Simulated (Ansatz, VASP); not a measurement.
# Be in VASP and in Ansatz

```
CELL_PARAMETERS angstrom
2.26460 0.00000 0.00000
-1.13230 1.96120 0.00000
0.00000 0.00000 3.56126
ATOMIC_POSITIONS crystal
Be 0.33333 0.66667 0.25000
Be 0.66667 0.33333 0.75000
```

Alike in both runs: task single point; functional r2SCAN; k mesh 16 × 16 × 9; occupations fermi-dirac, width 0.01 eV; no spin polarisation.

```csv
,VASP,Ansatz
version,VASP 6.6.1,Ansatz 0.2.0
potentials or method,"VASP PAW PBE potentials, release 64 (Be), cutoff 520 eV","plane waves (500 eV) with PAW, scalar-relativistic"
valence electrons in the cell,4,4
```

VASP gave:

```
pressure (GPa)                                                : 0.2
traceless stress, the component that is largest in VASP (GPa) : -0.23
```

Problem. Which values does Ansatz return?

Solution. Pressure (GPa): 0.0; traceless stress, the component that is largest in VASP (GPa): -0.29.

VASP's potentials were made for PBE, not for r2SCAN. The functional is the same, so the differences come from potentials, cutoffs and numerics.
